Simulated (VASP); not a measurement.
# BaTiO3 (Amm2) in VASP: single point with PBE+U

Aim: the single point of BaTiO3 with PBE+U.

Program: VASP 6.6.1. These are calculated values, not measurements. Logs are shortened: lines on timing, memory, paths and dates and some standing lists are left out, and cuts for length are marked.

### Step 1. The cell of the first run

The structure is orthorhombic, space group Amm2 (No. 38). The conventional cell has a = 3.991 Å, b = 5.671 Å, c = 5.684 Å, α = 90.00°, β = 90.00°, γ = 90.00°. Within 3.7 Å of Ba (site symmetry mm2) lie 12 O at 2.79 to 2.90 Å and 8 Ti at 3.43 to 3.52 Å. Within 2.5 Å of Ti (site symmetry mm2) lie 6 O at 1.90 to 2.11 Å. O (site symmetry mm2) has 2 Ti at 2.00 Å within 2.6 Å. O (site symmetry m) has 2 Ti at 1.90 to 2.11 Å within 2.5 Å.

### Step 2. Single point, PBE+U, collinear spin, zero start

Input file INCAR:

```
SYSTEM = BaTiO3
PREC = Accurate ; ENCUT = 520
EDIFF = 1E-7 ; ISMEAR = 1
SIGMA = 0.0123 ; LREAL = .FALSE.
LASPH = .TRUE. ; NELM = 150
ALGO = Normal ; ISIF = 2
LWAVE = .FALSE. ; LCHARG = .FALSE.
ISPIN = 2 ; MAGMOM = 0 0 0 0 0 0 0 0 0 0
LORBIT = 11 ; LMAXMIX = 4
LDAU = .TRUE. ; LDAUTYPE = 1
LDAUL = -1 2 -1 ; LDAUU = 0 2.21 0
LDAUJ = 0 0.47 0 ; LDAUPRINT = 1
GGA = PE ; NBANDS = 55
```

Input file KPOINTS:

```
Automatic mesh
0
G
  4 4 4
  0 0 0
```

Input file POSCAR:

```
BaTiO3
1.0
   -3.9912237600     -2.8353693600      2.8418713600
    0.0000000000      0.0000000000      5.6837427100
   -3.9912237600      2.8353693600      2.8418713600
Ba Ti O
2 2 6
Direct
    0.0000000000      0.0000000000      0.0000000000
    0.5000000000      0.5000000000      0.5000000000
    0.2500000000      0.2600000000      0.2500000000
    0.7500000000      0.7600000000      0.7500000000
    0.0000000000      0.4900000000      0.0000000000
    0.5000000000      0.9900000000      0.5000000000
    0.4970000000      0.4870000000      0.0030000000
    0.9970000000      0.9870000000      0.5030000000
    0.0030000000      0.4870000000      0.4970000000
    0.5030000000      0.9870000000      0.9970000000
```

Potentials or basis: VASP PAW PBE potentials, release 64 (Ba_sv, Ti_sv, O).

The run is started by

```console
cat potpaw_PBE.64/Ba_sv/POTCAR potpaw_PBE.64/Ti_sv/POTCAR potpaw_PBE.64/O/POTCAR > POTCAR
mpirun -np 1 vasp_std > vasp.out
```

OUTCAR:

```text
SYSTEM = BaTiO3
   PREC = Accurate
   ENCUT = 520
   EDIFF = 1E-7
   ISMEAR = 1
   LREAL = .FALSE.
   LASPH = .TRUE.
   NELM = 150
   ISIF = 2
   ISPIN = 2
   LORBIT = 11
   GGA = PE

 ion  position               nearest neighbor table
   1  0.000  0.000  0.000-   5 2.79   9 2.80   7 2.80   8 2.80  10 2.80   6 2.84   6 2.84   7 2.86
                             9 2.86   8 2.86  10 2.86   5 2.90   3 3.43   4 3.43   3 3.47   3 3.47
   2  0.500  0.500  0.500-   6 2.79  10 2.80   8 2.80   7 2.80   9 2.80   5 2.84   5 2.84   8 2.86
                            10 2.86   7 2.86   9 2.86   6 2.90   4 3.43   3 3.43   4 3.47   4 3.47
   3  0.250  0.260  0.250-   7 1.90   9 1.90   6 2.00   5 2.00   8 2.11  10 2.11   1 3.43   2 3.43
                             1 3.47   1 3.47   2 3.47   2 3.47   2 3.52   1 3.52
   4  0.750  0.760  0.750-   8 1.90  10 1.90   5 2.00   6 2.00   9 2.11   7 2.11   2 3.43   1 3.43
                             2 3.47   2 3.47   1 3.47   1 3.47   1 3.52   2 3.52
   5  0.000  0.490  0.000-   4 2.00   3 2.00   1 2.79   2 2.84   2 2.84   1 2.90
   6  0.500  0.990  0.500-   3 2.00   4 2.00   2 2.79   1 2.84   1 2.84   2 2.90
   7  0.497  0.487  0.003-   3 1.90   4 2.11   1 2.80   2 2.80   1 2.86   2 2.86
   8  0.997  0.987  0.503-   4 1.90   3 2.11   2 2.80   1 2.80   2 2.86   1 2.86
   9  0.003  0.487  0.497-   3 1.90   4 2.11   1 2.80   2 2.80   1 2.86   2 2.86
  10  0.503  0.987  0.997-   4 1.90   3 2.11   2 2.80   1 2.80   2 2.86   1 2.86

  LATTYP: Found a body centered orthorhombic cell.
 ALAT       =     5.6707387200
 B/A-ratio  =     1.0022931739
 C/A-ratio  =     1.4076556714

  Lattice vectors:

 A1 = (   3.9912237600,  -2.8353693600,   2.8418713500)
 A2 = (   3.9912237600,   2.8353693600,  -2.8418713600)
 A3 = (  -3.9912237600,   2.8353693600,   2.8418713600)

Analysis of symmetry for initial positions (statically):
=====================================================================
 Subroutine PRICEL returns following result:

  LATTYP: Found a base centered orthorhombic cell.
 ALAT       =     5.6707387200
 B/A-ratio  =     1.0022931739
 C/A-ratio  =     0.7038278357
[... 12 lines left out ...]
 Subroutine GETGRP returns: Found  4 space group operations
 (whereof  4 operations were pure point group operations)
 out of a pool of  8 trial point group operations.

The static configuration has the point symmetry C_2v.

Analysis of symmetry for dynamics (positions and initial velocities):
=====================================================================
 Subroutine PRICEL returns following result:

  LATTYP: Found a base centered orthorhombic cell.
 ALAT       =     5.6707387200
 B/A-ratio  =     1.0022931739
 C/A-ratio  =     0.7038278357
[... 12 lines left out ...]
 Subroutine GETGRP returns: Found  4 space group operations
 (whereof  4 operations were pure point group operations)
 out of a pool of  8 trial point group operations.

The dynamic configuration has the point symmetry C_2v.

Analysis of structural, dynamic, and magnetic symmetry:
=====================================================================
 Subroutine PRICEL returns following result:

  LATTYP: Found a base centered orthorhombic cell.
 ALAT       =     5.6707387200
 B/A-ratio  =     1.0022931739
 C/A-ratio  =     0.7038278357
[... 12 lines left out ...]
 Subroutine GETGRP returns: Found  4 space group operations
 (whereof  4 operations were pure point group operations)
 out of a pool of  8 trial point group operations.

The overall configuration has the point symmetry C_2v.

 Subroutine INISYM returns: Found  4 space group operations
 (whereof  4 operations are pure point group operations),
 and found     2 'primitive' translations

----------------------------------------------------------------------------------------

                                     Primitive cell

  volume of cell :      64.3206

  direct lattice vectors                    reciprocal lattice vectors
     0.000000000 -2.835369360 -2.841871355    -0.000000000 -0.176343868 -0.175940406
     0.000000000 -2.835369360  2.841871355     0.000000000 -0.176343868  0.175940406
[... 169 lines left out ...]
  0.0000 -0.0000  0.1484  0.0000 -0.0507
  0.0000  0.0000  0.0000  0.1174 -0.0000
 -0.0000  0.0000 -0.0507 -0.0000  0.2167

spin component  2

  0.1179 -0.0000  0.0000  0.0000 -0.0000
 -0.0000  0.2483 -0.0000  0.0000  0.0000
  0.0000 -0.0000  0.1484  0.0000 -0.0507
  0.0000  0.0000  0.0000  0.1174 -0.0000
 -0.0000  0.0000 -0.0507 -0.0000  0.2167

 occupancies and eigenvectors

  o =  0.1174  v =  0.0000  0.0000  0.0000  0.0000  0.0000  0.0000  0.0000 -0.0000 -1.0000 -0.0000      0.0000  0.0000  0.0000  0.0000  0.0000  0.0000  0.0000  0.0000  0.0000  0.0000
  o =  0.1174  v =  0.0000  0.0000 -0.0000 -1.0000 -0.0000  0.0000  0.0000  0.0000  0.0000  0.0000      0.0000  0.0000  0.0000  0.0000  0.0000  0.0000  0.0000  0.0000  0.0000  0.0000
  o =  0.1179  v =  0.0000  0.0000  0.0000  0.0000  0.0000  1.0000  0.0000 -0.0000  0.0000 -0.0000      0.0000  0.0000  0.0000  0.0000  0.0000  0.0000  0.0000  0.0000  0.0000  0.0000
  o =  0.1179  v =  1.0000  0.0000 -0.0000  0.0000 -0.0000  0.0000  0.0000  0.0000  0.0000  0.0000      0.0000  0.0000  0.0000  0.0000  0.0000  0.0000  0.0000  0.0000  0.0000  0.0000
  o =  0.1214  v = -0.0000 -0.0000 -0.8827  0.0000 -0.4699  0.0000  0.0000  0.0000  0.0000  0.0000      0.0000  0.0000  0.0000  0.0000  0.0000  0.0000  0.0000  0.0000  0.0000  0.0000
  o =  0.1214  v =  0.0000  0.0000  0.0000  0.0000  0.0000 -0.0000 -0.0000 -0.8827  0.0000 -0.4699      0.0000  0.0000  0.0000  0.0000  0.0000  0.0000  0.0000  0.0000  0.0000  0.0000
  o =  0.2437  v = -0.0000 -0.0000 -0.4699 -0.0000  0.8827  0.0000  0.0000  0.0000  0.0000  0.0000      0.0000  0.0000  0.0000  0.0000  0.0000  0.0000  0.0000  0.0000  0.0000  0.0000
  o =  0.2437  v =  0.0000  0.0000  0.0000  0.0000  0.0000 -0.0000 -0.0000 -0.4699 -0.0000  0.8827      0.0000  0.0000  0.0000  0.0000  0.0000  0.0000  0.0000  0.0000  0.0000  0.0000
  o =  0.2483  v =  0.0000 -1.0000  0.0000 -0.0000 -0.0000  0.0000  0.0000  0.0000  0.0000  0.0000      0.0000  0.0000  0.0000  0.0000  0.0000  0.0000  0.0000  0.0000  0.0000  0.0000
  o =  0.2483  v =  0.0000  0.0000  0.0000  0.0000  0.0000  0.0000 -1.0000  0.0000 -0.0000 -0.0000      0.0000  0.0000  0.0000  0.0000  0.0000  0.0000  0.0000  0.0000  0.0000  0.0000

 number of electron      80.0000006 magnetization       0.0000004

 Free energy of the ion-electron system (eV)
  ---------------------------------------------------
  ext. energy  EPLUGINS =         0.00000000
  ---------------------------------------------------
  free energy    TOTEN  =       -77.55911124 eV

  energy without entropy =      -77.55911124  energy(sigma->0) =      -77.55911124

 E-fermi :   3.9450     XC(G=0): -11.2392

 val. band max:        3.8668511171   @ k =   0.0000   0.0000   0.0000
 cond. band min:       6.0043335145   @ k =   0.0000   0.0000   0.0000
 fundamental gap:      2.1374823975
 Fermi energy:         3.9449677784

 spin component 1

 k-point     1 :       0.0000    0.0000    0.0000
  band No.  band energies     occupation
      1     -53.1220      1.00000
      2     -53.1191      1.00000
      3     -29.3785      1.00000
      4     -29.3776      1.00000
      5     -29.3575      1.00000
      6     -29.3365      1.00000
[... 979 lines left out ...]
     51      11.4465      0.00000
     52      11.5019      0.00000
 Fermi energy:         3.9449677784

 spin component 2

 k-point     1 :       0.0000    0.0000    0.0000
  band No.  band energies     occupation
      1     -53.1220      1.00000
      2     -53.1191      1.00000
      3     -29.3785      1.00000
      4     -29.3776      1.00000
      5     -29.3575      1.00000
      6     -29.3365      1.00000
[... 979 lines left out ...]
     51      11.4465      0.00000
     52      11.5020      0.00000
 [bands above 52 left out]

------------------------ aborting loop because EDIFF is reached ----------------------------------------

  FORCE on cell =-STRESS in cart. coord.  units (eV):
  Direction    XX          YY          ZZ          XY          YZ          ZX
  --------------------------------------------------------------------------------------
  -------------------------------------------------------------------------------------
  Total        4.6083648      5.0211347      4.9016140      0.0000000      0.0000000     -0.0000000
  in kB       57.3954295     62.5363210     61.0477364      0.0000000      0.0000000     -0.0000001
  external PRESSURE =      60.3264956 kB  Pullay stress =       0.0000000 kB

 VOLUME and BASIS-vectors are now :
 -----------------------------------------------------------------------------
  energy-cutoff  :      520.00
  volume of cell :      128.64
      direct lattice vectors                 reciprocal lattice vectors
    -3.991223760 -2.835369360  2.841871360    -0.125274861 -0.176343868  0.000000000
     0.000000000  0.000000000  5.683742710     0.125274861  0.000000000  0.175940406
    -3.991223760  2.835369360  2.841871360    -0.125274861  0.176343868  0.000000000

 POSITION                                       TOTAL-FORCE (eV/Angst)
 -----------------------------------------------------------------------------------
      0.00000      0.00000      0.00000        -0.000000     -0.000000     -0.011955
     -3.99122      0.00000      5.68374         0.000000      0.000000     -0.011955
     -1.99561      0.00000      2.89871         0.000000      0.000000     -0.144671
     -5.98684      0.00000      8.58245        -0.000000     -0.000000     -0.144671
      0.00000      0.00000      2.78503        -0.000000      0.000000     -0.012687
     -3.99122      0.00000      8.46878         0.000000      0.000000     -0.012687
     -1.99561     -1.40067      4.18892         0.000000     -0.076403      0.084656
     -5.98684     -1.40067      9.87266         0.000000     -0.076403      0.084656
     -1.99561      1.40067      4.18892         0.000000      0.076403      0.084656
     -5.98684      1.40067      9.87266         0.000000      0.076403      0.084656
 -----------------------------------------------------------------------------------
    total drift:                               -0.000001     -0.000000     -0.000590

  FREE ENERGIE OF THE ION-ELECTRON SYSTEM (eV)
  ---------------------------------------------------
  free  energy   TOTEN  =       -77.5591112394 eV

  energy  without entropy=      -77.5591112394  energy(sigma->0) =      -77.55911124

 total charge

# of ion       s       p       d       tot
------------------------------------------
    1        2.008   5.653   0.331   7.992
    2        2.008   5.653   0.331   7.992
    3        2.219   6.278   1.669  10.166
    4        2.219   6.278   1.669  10.166
    5        1.563   3.478   0.000   5.041
    6        1.563   3.478   0.000   5.041
    7        1.565   3.477   0.000   5.042
    8        1.565   3.477   0.000   5.042
    9        1.565   3.477   0.000   5.042
   10        1.565   3.477   0.000   5.042
--------------------------------------------------
tot         17.839  44.726   4.001  66.566

 magnetization (x)

# of ion       s       p       d       tot
------------------------------------------
    1        0.000   0.000  -0.000   0.000
    2        0.000   0.000  -0.000   0.000
    3       -0.000  -0.000  -0.000  -0.000
    4       -0.000  -0.000  -0.000  -0.000
    5       -0.000   0.000   0.000   0.000
    6       -0.000   0.000   0.000   0.000
    7       -0.000   0.000   0.000   0.000
    8       -0.000   0.000   0.000   0.000
    9       -0.000   0.000   0.000   0.000
   10       -0.000   0.000   0.000   0.000
--------------------------------------------------
tot         -0.000   0.000  -0.000  -0.000
```

Wall time 11 min (1 thread of AMD EPYC 7R13, shared host); peak memory 0.4 GiB.

What came out:

```yaml
Free_energy: -77.5591 eV
Pressure: 6.0 GPa
Largest_force: 0.145 eV/Å
Band_gap_on_the_k_mesh: 2.14 eV
Net_moment: 0.00 μB per cell
Valence_electrons_inside_the_program's_atomic_spheres: Ba 7.99; Ti 10.17; O 5.04
```

Forces in eV/Å, atoms in the order of the input:
```
Ba   0.000  0.000 -0.012
Ba   0.000  0.000 -0.012
Ti   0.000  0.000 -0.145
Ti   0.000  0.000 -0.145
O    0.000  0.000 -0.013
O    0.000  0.000 -0.013
O    0.000 -0.076  0.085
O    0.000 -0.076  0.085
O    0.000  0.076  0.085
O    0.000  0.076  0.085
```

Levels at points of the mesh, in eV from the valence-band top:
Spin up:
| k point | band 38 | band 39 | band 40 | band 41 | band 42 | band 43 |
| --- | --- | --- | --- | --- | --- | --- |
| (0.00, 0.00, 0.00) | -0.08 | -0.01 | 0.00 | 2.14 | 2.21 | 2.29 |
| (0.50, 0.00, 0.00) | -0.74 | -0.60 | -0.60 | 3.35 | 3.35 | 3.45 |
| (0.00, 0.50, 0.00) | -0.72 | -0.59 | -0.59 | 3.39 | 3.39 | 3.47 |
| (0.50, 0.50, 0.00) | -0.84 | -0.77 | -0.09 | 2.33 | 3.76 | 3.78 |
| (0.50, 0.00, 0.50) | -0.89 | -0.86 | -0.16 | 2.43 | 3.73 | 3.78 |
Spin down:
```tsv
k point	band 36	band 37	band 38	band 39	band 40	band 41	band 42	band 43	band 44	band 45
(0.00, 0.00, 0.00)	-0.32	-0.29	-0.08	-0.01	0.00	2.14	2.21	2.29	4.10	4.15
(0.50, 0.00, 0.00)	-0.75	-0.74	-0.74	-0.60	-0.60	3.35	3.35	3.45	3.45	3.50
(0.00, 0.50, 0.00)	-0.79	-0.72	-0.72	-0.59	-0.59	3.39	3.39	3.47	3.47	3.49
(0.50, 0.50, 0.00)	-0.92	-0.91	-0.84	-0.77	-0.09	2.33	3.76	3.78	3.79	3.80
(0.50, 0.00, 0.50)	-0.97	-0.89	-0.89	-0.86	-0.16	2.43	3.73	3.78	3.79	3.81
```

Eigenvalues of the final occupation matrices:
```tsv
site	spin	trace	eigenvalues
site 3 d	1	0.85	0.12 0.12 0.12 0.24 0.25
site 3 d	2	0.85	0.12 0.12 0.12 0.24 0.25
site 4 d	1	0.85	0.12 0.12 0.12 0.24 0.25
site 4 d	2	0.85	0.12 0.12 0.12 0.24 0.25
```

Caveat: spin-orbit coupling is left out, which moves the levels of the heavy elements. A k mesh can miss the band edges.
